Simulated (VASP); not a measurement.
NaF (Villiaumite):

```xyz
2
Lattice="0.0000 2.3200 2.3200 2.3200 0.0000 2.3200 2.3200 2.3200 0.0000" Properties=species:S:1:pos:R:3 pbc="T T T"
Na    0.0000    0.0000    0.0000
F     2.3200    2.3200    2.3200
```

```yaml
Program: VASP 6.6.1
Task: relaxation of cell and atoms
Functional: PBE
Potentials_or_basis: VASP PAW PBE potentials, release 64 (Na_pv, F)
Cutoff: 600 eV
k_mesh: 8 × 8 × 8
Occupations: gaussian, width 0.02 eV
Spin: no spin polarisation
```

At the start: pressure 1.7 GPa; volume 12.49 Å³/atom.

Problem. Where does the relaxation end?

Solution. Over 4 steps the energy falls by 2.3 meV/atom and the volume is 12.93 Å³/atom (+3.6 %); space group Fm-3m (No. 225, to 0.05 Å).

Step by step:
```
step  energy change (eV)  largest force (eV/Å)  pressure (GPa)  volume (Å³)
   1              0.0000                0.0000            1.71        24.97
   2             -0.0037                0.0000            0.74        25.46
   3             -0.0046                0.0000           -0.07        25.91
   4             -0.0046                0.0000            0.06        25.87
```

Final structure:
```
CELL_PARAMETERS angstrom
0.00000 2.34740 2.34740
2.34740 0.00000 2.34740
2.34740 2.34740 0.00000
ATOMIC_POSITIONS crystal
Na 0.00000 0.00000 0.00000
F 0.50000 0.50000 0.50000
```
